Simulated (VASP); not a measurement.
# H4C in VASP: notebook

Runs on H4C. Level: r2SCAN+D3(BJ). Tasks: single point, relaxation of the atoms.

Everything below comes from runs of VASP 6.6.1. Logs are shortened: lines on timing, memory, paths and dates and some standing lists are left out, and cuts for length are marked.

## 1. The cell of the first run

The cell holds an amorphous packing of atoms, 40 atoms: a = 7.958 Å, b = 7.958 Å, c = 7.958 Å, α = 90.00°, β = 90.00°, γ = 90.00°.

## 2. Single point, r2SCAN+D3(BJ)

POSCAR

```
H4C
1.0
    7.9581140000      0.0000000000      0.0000000000
    0.0000000000      7.9581140000      0.0000000000
    0.0000000000      0.0000000000      7.9581140000
C H
8 32
Direct
    0.7116510269      0.8190131481      0.1887633175
    0.9869046862      0.5396881723      0.4440625002
    0.0768775114      0.4338842092     -0.0157700681
    0.3085907038      0.8781226306      0.9411400741
    0.3644707779      0.0665861283      0.5160142215
    0.4440876318      0.5678104134      0.5926278513
    0.6094031827      0.4098332846      0.1871297647
    0.7524898487      0.9620495509      0.7759376154
    0.8181461085      0.8986676994      0.1749283813
    0.7218167521      0.7313039245      0.2935997147
    0.7169789224      0.7389564915      0.0631556673
    0.5932184435      0.8946843436      0.1680548934
    1.0932238468      0.6198830527      0.3644330805
    1.0762097653      0.4575707259      0.5298742893
    0.9011305945      0.4789702686      0.3344008392
    0.9241888216      0.6606087824      0.5205756037
    0.0667117862      0.2924059645     -0.0650907992
    0.1650391035      0.4756780313     -0.1166733726
    0.1410384420      0.4127988114      0.1123130430
   -0.0523742183      0.4706140173     -0.0139354626
    0.2718734615      0.9181195444      1.0805323975
    0.3434607748      0.9737734343      0.8612844702
    0.2006631219      0.8076411069      0.8842547367
    0.4184282859      0.7809011029      0.9674402754
    0.4830415850      0.1126020562      0.5860559424
    0.2631402365      0.0664102072      0.6037611424
    0.3978580855     -0.0654300755      0.4662662535
    0.3107268883      0.1703795648      0.4374905914
    0.5062254700      0.6823099041      0.6205364738
    0.3257681405      0.5991746286      0.5393488960
    0.4384958547      0.5284794865      0.7171674093
    0.5143052738      0.4980325740      0.5001938902
    0.5225861303      0.4886710595      0.1477737062
    0.7294818848      0.4632378978      0.1998212139
    0.6520640443      0.3050597164      0.1123507404
    0.6031202870      0.3531866973      0.3171103103
    0.8498119027      0.9844166595      0.8567984827
    0.7963193289      0.8691380898      0.6814805619
    0.7263404369      1.0904468069      0.7223068179
    0.6327252914      0.9206327027      0.8156706476
```

INCAR.step1

```
SYSTEM = H4C
ALGO = Normal ; EDIFF = 1E-4
ENCUT = 520 ; GGA = PE
ISMEAR = -1 ; LASPH = .True.
LCHARG = .False. ; LREAL = Auto
LWAVE = .True. ; NBANDS = 58
NELM = 60 ; PREC = Accurate
SIGMA = 0.02
```

INCAR.step2

```
SYSTEM = H4C
ALGO = Normal ; EDIFF = 1E-6
ENCUT = 520 ; ISIF = 2
ISMEAR = -1 ; ISTART = 1
IVDW = 12 ; LASPH = .True.
LCHARG = .False. ; LMIXTAU = .True.
LREAL = Auto ; LWAVE = .False.
METAGGA = R2SCAN ; NBANDS = 58
NELM = 60 ; PREC = Accurate
SIGMA = 0.02 ; VDW_A1 = 0.49484001
VDW_A2 = 5.73083694 ; VDW_S6 = 1.0
VDW_S8 = 0.78981345
```

KPOINTS

```
k-points
0
Gamma
  1 1 1
  0 0 0
```

Potentials or basis: VASP PAW PBE potentials, release 64 (C, H).

Launch:

```sh
$ cat potpaw_PBE.64/C/POTCAR potpaw_PBE.64/H/POTCAR > POTCAR
$ cp INCAR.step1 INCAR
$ mpirun -np 1 vasp_gam > vasp.out
$ cp INCAR.step2 INCAR
$ mpirun -np 1 vasp_gam > vasp.out
```

OUTCAR:

```text
SYSTEM = H4C
   EDIFF = 1E-6
   ENCUT = 520
   ISIF = 2
   ISMEAR = -1
   ISTART = 1
   IVDW = 12
   LASPH = .True.
   LREAL = Auto
   METAGGA = R2SCAN
   NELM = 60
   PREC = Accurate
 IVDW          = 12

 ion  position               nearest neighbor table
   1  0.712  0.819  0.189-   9 1.06  10 1.09  12 1.13  11 1.19
   2  0.987  0.540  0.444-  14 1.18  15 1.21  13 1.23  16 1.24
   3  0.077  0.434  0.984-  20 1.07  18 1.12  19 1.15  17 1.20
   4  0.309  0.878  0.941-  22 1.03  23 1.12  24 1.19  21 1.19
   5  0.364  0.067  0.516-  26 1.07  28 1.12  27 1.15  25 1.16
   6  0.444  0.568  0.593-  31 1.04  29 1.06  30 1.06  32 1.08
   7  0.609  0.410  0.187-  33 0.98  34 1.05  35 1.08  36 1.13
   8  0.752  0.962  0.776-  37 1.02  40 1.06  38 1.11  39 1.13
   9  0.818  0.899  0.175-   1 1.06
  10  0.722  0.731  0.294-   1 1.09
  11  0.717  0.739  0.063-   1 1.19
  12  0.593  0.895  0.168-   1 1.13
  13  0.093  0.620  0.364-   2 1.23
  14  0.076  0.458  0.530-   2 1.18
[... 24 lines left out ...]
  39  0.726  0.090  0.722-   8 1.13
  40  0.633  0.921  0.816-   8 1.06

  LATTYP: Found a simple cubic cell.
 ALAT       =     7.9581140000

  Lattice vectors:

 A1 = (   7.9581140000,   0.0000000000,   0.0000000000)
 A2 = (   0.0000000000,   7.9581140000,   0.0000000000)
 A3 = (   0.0000000000,   0.0000000000,   7.9581140000)

Analysis of symmetry for initial positions (statically):
=====================================================================
 Subroutine PRICEL returns:
 Original cell was already a primitive cell.

 Routine SETGRP: Setting up the symmetry group for a
 simple cubic supercell.

 Subroutine GETGRP returns: Found  1 space group operations
 (whereof  1 operations were pure point group operations)
 out of a pool of 48 trial point group operations.

The static configuration has the point symmetry C_1 .

Analysis of symmetry for dynamics (positions and initial velocities):
=====================================================================
 Subroutine PRICEL returns:
 Original cell was already a primitive cell.

 Routine SETGRP: Setting up the symmetry group for a
 simple cubic supercell.

 Subroutine GETGRP returns: Found  1 space group operations
 (whereof  1 operations were pure point group operations)
 out of a pool of 48 trial point group operations.

The dynamic configuration has the point symmetry C_1 .

 Subroutine INISYM returns: Found  1 space group operations
 (whereof  1 operations are pure point group operations),
 and found     1 'primitive' translations

----------------------------------------------------------------------------------------

                                     Primitive cell

  volume of cell :     503.9999

  direct lattice vectors                    reciprocal lattice vectors
     7.958114000  0.000000000  0.000000000     0.125657913  0.000000000  0.000000000
     0.000000000  7.958114000  0.000000000     0.000000000  0.125657913  0.000000000
     0.000000000  0.000000000  7.958114000     0.000000000  0.000000000  0.125657913

  length of vectors
     7.958114000  7.958114000  7.958114000     0.125657913  0.125657913  0.125657913

  position of ions in fractional coordinates (direct lattice)
     0.711651027  0.819013148  0.188763317
     0.986904686  0.539688172  0.444062500
     0.076877511  0.433884209  0.984229932
     0.308590704  0.878122631  0.941140074
     0.364470778  0.066586128  0.516014222
     0.444087632  0.567810413  0.592627851
[... 32 lines left out ...]
     0.726340437  0.090446807  0.722306818
     0.632725291  0.920632703  0.815670648

  ion indices of the primitive-cell ions
   primitive index   ion index
                 1           1
                 2           2
                 3           3
                 4           4
                 5           5
                 6           6
[... 32 lines left out ...]
                39          39
                40          40

----------------------------------------------------------------------------------------

 KPOINTS: k-points

Automatic generation of k-mesh.
 Grid dimensions read from file:
 generate k-points for:    1    1    1

 Generating k-lattice:

  Cartesian coordinates                     Fractional coordinates (reciprocal lattice)
     0.125657913  0.000000000  0.000000000     1.000000000  0.000000000  0.000000000
     0.000000000  0.125657913  0.000000000     0.000000000  1.000000000  0.000000000
     0.000000000  0.000000000  0.125657913     0.000000000  0.000000000  1.000000000

  Length of vectors
     0.125657913  0.125657913  0.125657913

  Shift w.r.t. Gamma in fractional coordinates (k-lattice)
     0.000000000  0.000000000  0.000000000

 Subroutine IBZKPT returns following result:
 ===========================================

 Found      1 irreducible k-points:

 Following reciprocal coordinates:
            Coordinates               Weight
  0.000000  0.000000  0.000000      1.000000
   k-points           NKPTS =      1   k-points in BZ     NKDIM =      1   number of bands    NBANDS=     58
   number of dos      NEDOS =    301   number of ions     NIONS =     40
   total plane-waves  NPLWV = 216000
   dimension x,y,z NGX =    60 NGY =   60 NGZ =   60
   dimension x,y,z NGXF=   120 NGYF=  120 NGZF=  120
   ions per type =               8  32
   NGX,Y,Z   is equivalent  to a cutoff of  12.53, 12.53, 12.53 a.u.
   NGXF,Y,Z  is equivalent  to a cutoff of  25.07, 25.07, 25.07 a.u.
 SYSTEM =  H4C
   PREC   = accura    normal or accurate (medium, high low for compatibility)
   ISTART =      1    job   : 0-new  1-cont  2-samecut
   ICHARG =      0    charge: 1-file 2-atom 10-const
   ISPIN  =      1    spin polarized calculation?
   LNONCOLLINEAR =      F non collinear calculations
   LSORBIT =      F    spin-orbit coupling
   LASPH  =      T    aspherical Exc in radial PAW
   ENCUT  =  520.0 eV  38.22 Ry    6.18 a.u.  14.80 14.80 14.80*2*pi/ulx,y,z
   NELM   =     60;   NELMIN=  2; NELMDL=  0     # of ELM steps
   EDIFF  = 0.1E-05   stopping-criterion for ELM
   LREAL  =      T    real-space projection
   EDIFFG = 0.1E-04   stopping-criterion for IOM
   NSW    =      0    number of steps for IOM
   IBRION =     -1    ionic relax: 0-MD 1-quasi-New 2-CG
   NFREE  =      0    steps in history (QN), initial steepest desc. (CG)
   ISIF   =      2    stress and relaxation
   ISYM   =      2    0-nonsym 1-usesym 2-fastsym
   POTIM  = 0.5000    time-step for ionic-motion
   TEBEG  =    0.0;   TEEND  =   0.0 temperature during run
   PSTRESS=    0.0 pullay stress
   NELECT =      64.0000    total number of electrons
   NUPDOWN=      -1.0000    fix difference up-down
   EMIN   =  10.00;   EMAX   =-10.00  energy-range for DOS
   EFERMI =   0.00;   METHOD = LEGACY
   ISMEAR =    -1;   SIGMA  =   0.02  broadening in eV -4-tet -1-fermi 0-gaus
   EFERMI_NEDOS =   21; number of points for ismear=-14 and -15
   IALGO  =     38    algorithm
   IMIX   =      4    mixing-type and parameters
     AMIX     =   0.40;   BMIX     =  1.00
     AMIX_MAG =   1.60;   BMIX_MAG =  1.00
  volume/ion in A,a.u.               =      12.60        85.03
  Fermi-wavevector in a.u.,A,eV,Ry     =   0.822858  1.554975  9.212431  0.677095
  Thomas-Fermi vector in A             =   1.934266
   LORBIT       =      0    0 simple, 1 ext, 2 COOP (PROOUT), +10 PAW based schemes
   METAGGA = R2SCAN    functional components
   LHFCALC =     F    Hartree Fock is set to
   AEXX    =    0.0000 exact exchange contribution
   IVDW    =    12    specifies the selected vdW correction
   LEPSILON=     F    determine dielectric tensor
   LRPA    =     F    only Hartree local field effects (RPA)
 non-spin polarized calculation
  energy-cutoff  :      520.00
  volume of cell :      504.00
 maximum number of plane-waves:      6759
 NGX is ok and might be reduce to    60
   NGX = 29   NGY = 29   NGZ = 29

 number of electron      63.9999998 magnetization

 Free energy of the ion-electron system (eV)
  ---------------------------------------------------
  ext. energy  EPLUGINS =         0.00000000
  ---------------------------------------------------
  free energy    TOTEN  =      -195.90011247 eV

  energy without entropy =     -195.90011247  energy(sigma->0) =     -195.90011247

 E-fermi :  -5.8859     XC(G=0):  -5.5830

 val. band max:       -6.4143828498   @ k =   0.0000   0.0000   0.0000
 cond. band min:       0.7705156355   @ k =   0.0000   0.0000   0.0000
 fundamental gap:      7.1848984853
 Fermi energy:        -5.8858886427

 k-point     1 :       0.0000    0.0000    0.0000
  band No.  band energies     occupation
      1     -16.5593      2.00000
      2     -16.2839      2.00000
      3     -16.1660      2.00000
      4     -15.8053      2.00000
      5     -15.7536      2.00000
      6     -15.6866      2.00000
[... 36 lines left out ...]
     43       3.8540      0.00000
     44       4.0068      0.00000
 [bands above 44 left out]

------------------------ aborting loop because EDIFF is reached ----------------------------------------

 Edisp (eV)   -0.52424

 E8    (eV) :    -0.0786

  FORCE on cell =-STRESS in cart. coord.  units (eV):
  Direction    XX          YY          ZZ          XY          YZ          ZX
  --------------------------------------------------------------------------------------
  -------------------------------------------------------------------------------------
  Total      -3.06053    -7.66870    -8.44033     5.48387    -5.39773    -2.09285
  in kB      -9.72918   -24.37820   -26.83116    17.43282   -17.15899    -6.65302
  external pressure =      -20.31 kB  Pullay stress =        0.00 kB

 VOLUME and BASIS-vectors are now :
 -----------------------------------------------------------------------------
  energy-cutoff  :      520.00
  volume of cell :      504.00
      direct lattice vectors                 reciprocal lattice vectors
     7.958114000  0.000000000  0.000000000     0.125657913  0.000000000  0.000000000
     0.000000000  7.958114000  0.000000000     0.000000000  0.125657913  0.000000000
     0.000000000  0.000000000  7.958114000     0.000000000  0.000000000  0.125657913

 POSITION                                       TOTAL-FORCE (eV/Angst)
 -----------------------------------------------------------------------------------
      5.66340      6.51780      1.50220        -1.157043     -1.200979     -3.177114
      7.85390      4.29490      3.53390         1.772370      2.815401     -1.123852
      0.61180      3.45290      7.83261         2.000964     -4.354372     -0.386637
      2.45580      6.98820      7.48970        -0.366151     -3.652376      3.906563
      2.90050      0.52990      4.10650         1.629795      0.334374      0.244453
      3.53410      4.51870      4.71620         0.448382      0.928250     -0.967198
[... 32 lines left out ...]
      5.78030      0.71979      5.74820         0.346808     -1.061037     -0.277868
      5.03530      7.32650      6.49120        -0.588929     -0.460328      1.176009
 -----------------------------------------------------------------------------------
    total drift:                                0.014170     -0.004449     -0.004092

  FREE ENERGIE OF THE ION-ELECTRON SYSTEM (eV)
  ---------------------------------------------------
  free  energy   TOTEN  =      -196.4243564143 eV

  energy  without entropy=     -196.4243564143  energy(sigma->0) =     -196.42435641
```

Wall time 3.8 min (1 thread of Intel Xeon Platinum 8259CL at 2.50GHz (Skylake/Cascade Lake), shared host); peak memory 0.51 GiB.

Results:

| Item | Value |
| --- | --- |
| Free energy | -196.4244 eV |
| Pressure | -2.0 GPa |
| Largest force | 6.882 eV/Å |
| Band gap on the k mesh | 7.18 eV |
| Dispersion energy per atom | -0.013 eV |

Forces on the atoms (eV/Å):
```
C   -1.157 -1.201 -3.177
C    1.772  2.815 -1.124
C    2.001 -4.354 -0.387
C   -0.366 -3.652  3.907
C    1.630  0.334  0.244
C    0.448  0.928 -0.967
C    4.060 -4.584  3.141
C   -0.945  0.907 -3.388
H    0.711  0.651  0.356
H   -0.388  0.508  0.015
H   -0.037  0.970  2.023
H    0.969 -0.720  0.916
H   -2.049 -1.582  1.272
H   -2.141  0.925 -1.349
H    1.659  0.922  2.799
H    0.905 -3.064 -1.432
H   -0.040  1.838  0.925
H   -0.812  0.719  0.949
H   -0.894  0.816 -1.584
H   -0.232  0.927  0.026
H    0.430 -0.239 -2.527
H    0.795  1.797 -1.003
H    0.715  0.429  0.499
H   -1.707  1.589 -0.826
H   -1.557 -0.346 -0.957
H   -0.423 -0.849  1.053
H   -0.904  1.977  0.097
H    1.150 -1.044 -0.585
H    0.747  1.341 -0.586
H   -0.945  0.102 -0.046
H   -0.473 -1.825  1.433
H    0.281 -0.438  0.386
H   -3.324  2.537 -1.398
H    1.000  1.599 -0.101
H   -1.018 -0.453 -0.872
H   -0.954  0.525 -1.051
H    1.511 -0.061  2.356
H   -0.177  0.778  0.062
H    0.347 -1.061 -0.278
H   -0.589 -0.460  1.176
```

Caveat: the k points lie up to 0.79 Å⁻¹ apart; the PAW data sets were made with another functional, which shifts forces and pressure a little.

## 3. Single point, r2SCAN+D3(BJ)

POSCAR

```
H4C
1.0
    7.9581140000      0.0000000000      0.0000000000
    0.0000000000      7.9581140000      0.0000000000
    0.0000000000      0.0000000000      7.9581140000
C H
8 32
Direct
    0.7157726064      0.8232478198      0.1328078487
    1.0020087674      0.5733393616      0.4138794694
    0.0802074461      0.4471788165     -0.0163355287
    0.3108902436      0.8714501954      0.9538817866
    0.3648351858      0.0469206649      0.5478433709
    0.4301396034      0.5710398217      0.5901649562
    0.6285911461      0.4063525604      0.2342012190
    0.7354632015      0.9362394155      0.7728464307
    0.8244541357      0.9009923708      0.0879228420
    0.7451388608      0.7843818272      0.2599610913
    0.6832397726      0.7073158289      0.0613461933
    0.6259020667      0.9051893451      0.1828448298
    1.0570720651      0.6701085207      0.3451697224
    1.0738976597      0.4678369775      0.4255028264
    0.9042846081      0.5255767887      0.3564789346
    0.9425851401      0.5817710076      0.5658752815
    0.0138475021      0.3504222232      0.0387403347
    0.1149895566      0.4495034879     -0.1466553508
    0.1877454884      0.4905433624      0.0573000085
    0.0039079611      0.5577452145     -0.0170769104
    0.3028607029      0.9315523753      1.0689216063
    0.3233806402      0.9568724449      0.8320438737
    0.1949582527      0.8021247245      0.9198913210
    0.4207655231      0.7913432756      0.9564075106
    0.4887213227      0.0129930282      0.5239181042
    0.3583638033      0.0519721130      0.6829884568
    0.2947808991     -0.0442818487      0.4696087540
    0.3182789289      0.1443306794      0.4780780974
    0.5000807980      0.6802616801      0.5540634376
    0.3090807696      0.5938090357      0.5338702110
    0.4153371012      0.5386200801      0.7233120812
    0.4693951356      0.4551832256      0.5407813962
    0.5275998811      0.4522805278      0.1321418618
    0.7378381360      0.4907192835      0.2160687821
    0.6289555540      0.2812475418      0.1816636454
    0.5480067262      0.4300516429      0.3366878132
    0.8596132199      0.9657815910      0.8462055206
    0.7655582717      0.8857375001      0.6484576622
    0.6656602306      1.0485650243      0.7747689968
    0.6854890493      0.8333381502      0.8534057190
```

INCAR.step1

```
SYSTEM = H4C
PREC = Accurate ; ENCUT = 520
ISMEAR = -1 ; SIGMA = 0.02
LREAL = Auto ; LASPH = .TRUE.
NELM = 100 ; NBANDS = 58
GGA = PE ; ALGO = Normal
EDIFF = 1E-4 ; LWAVE = .TRUE.
LCHARG = .FALSE.
```

INCAR.step2

```
SYSTEM = H4C
PREC = Accurate ; ENCUT = 520
EDIFF = 1E-7 ; ISMEAR = -1
SIGMA = 0.02 ; LREAL = Auto
LASPH = .TRUE. ; NELM = 100
ALGO = Normal ; ISIF = 2
LWAVE = .FALSE. ; LCHARG = .FALSE.
METAGGA = R2SCAN ; LMIXTAU = .TRUE.
IVDW = 12 ; VDW_S6 = 1.0
VDW_S8 = 0.78981345 ; VDW_A1 = 0.49484001
VDW_A2 = 5.73083694 ; NBANDS = 58
ISTART = 1
```

KPOINTS

```
regular mesh
0
G
  1 1 1
  0 0 0
```

Potentials or basis: VASP PAW PBE potentials, release 64 (C, H).

Launch:

```sh
$ cat potpaw_PBE.64/C/POTCAR potpaw_PBE.64/H/POTCAR > POTCAR
$ cp INCAR.step1 INCAR
$ mpirun -np 1 vasp_gam > vasp.out
$ cp INCAR.step2 INCAR
$ mpirun -np 1 vasp_gam > vasp.out
```

It took 4.2 min on 1 thread of Intel Xeon Platinum 8259CL at 2.50GHz (Skylake/Cascade Lake), shared host; peak memory 0.52 GiB.

It converged, with:

```
Free energy                : -195.9210 eV
Pressure                   : 1.7 GPa
Largest force              : 6.243 eV/Å
Band gap on the k mesh     : 7.09 eV
Dispersion energy per atom : -0.013 eV
```

Forces on the atoms (eV/Å):
```
C    2.137 -0.645  1.073
C   -0.454  0.906  6.160
C    1.403  2.878 -0.405
C   -0.355 -0.175 -4.250
C   -0.715 -2.155 -0.590
C   -1.297 -0.038  0.711
C   -2.195  1.538 -4.032
C    2.888 -1.615  1.660
H   -0.889 -0.960  0.164
H    1.051 -0.906  0.244
H   -0.063  1.320  0.344
H   -2.107  1.130 -0.940
H    0.692  1.637 -0.103
H    2.361 -1.998  0.181
H   -4.084 -1.320 -2.566
H    1.675  0.850 -3.511
H   -0.814 -1.922  0.423
H    0.283 -1.171 -0.495
H    0.104 -0.534  0.051
H   -0.985  0.698  0.420
H   -0.370  1.329  1.569
H   -0.028 -1.192  2.895
H    0.537 -0.037  0.613
H   -0.097 -0.322 -0.142
H    2.001  0.171 -0.738
H   -0.934  0.142 -0.313
H   -0.215 -0.866  1.507
H   -0.094  3.139 -0.668
H    0.931  0.106  0.401
H   -0.656 -0.045  0.187
H    0.079  0.963 -0.021
H    0.915 -0.883 -0.828
H    1.631 -0.035  1.097
H   -0.675 -0.997  0.280
H    0.858 -0.583  0.791
H    0.219 -0.306  1.361
H   -1.450 -0.277 -1.499
H   -0.078  0.423  0.135
H   -0.966  0.819 -0.158
H   -0.246  0.934 -1.012
```

Stress tensor (GPa, compression positive):
```
 2.47 -1.45 -0.15
-1.45  2.84  0.25
-0.15  0.25 -0.31
```

Levels at points of the mesh, in eV from the valence-band top:
| k point | band 29 | band 30 | band 31 | band 32 | band 33 | band 34 | band 35 | band 36 |
| --- | --- | --- | --- | --- | --- | --- | --- | --- |
| (0.00, 0.00, 0.00) | -0.53 | -0.22 | -0.06 | 0.00 | 7.09 | 8.85 | 9.11 | 9.24 |

Caveat: the k points lie up to 0.79 Å⁻¹ apart; the PAW data sets were made with another functional, which shifts forces and pressure a little.

[end of part 1 of 2]
